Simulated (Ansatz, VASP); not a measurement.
## SrOs in VASP and in Ansatz

```
Sr Os
1.0
     3.68249    0.00000    0.00000
     0.00000    3.68249    0.00000
     0.00000    0.00000    3.68249
Sr Os
1 1
Direct
  0.00000 0.00000 0.00000
  0.50000 0.50000 0.50000
```

Alike in both runs: task single point; functional PBE; k mesh 10 × 10 × 10; occupations gaussian, width 0.05 eV; no spin polarisation.

|  | VASP | Ansatz |
| --- | --- | --- |
| version | VASP 6.6.1 | Ansatz 0.2.0 |
| potentials or method | VASP PAW PBE potentials, release 64 (Sr_sv, Os), cutoff 520 eV | scalar-relativistic, plane waves, PAW |
| valence electrons in the cell | 18 | 26 |

|  | VASP | Ansatz | Ansatz less VASP |
| --- | --- | --- | --- |
| gap on the k mesh at the Fermi level (eV) | none | none | - |
| pressure (GPa) | -3.5 | -3.7 | -0.21 |

A gap of «none» marks a metal or a gap that the smearing closes. VASP's potentials hold 18 valence electrons a cell and Ansatz's 26, so a difference there can come from the potentials and not from the codes.

Spin-orbit coupling is off throughout.
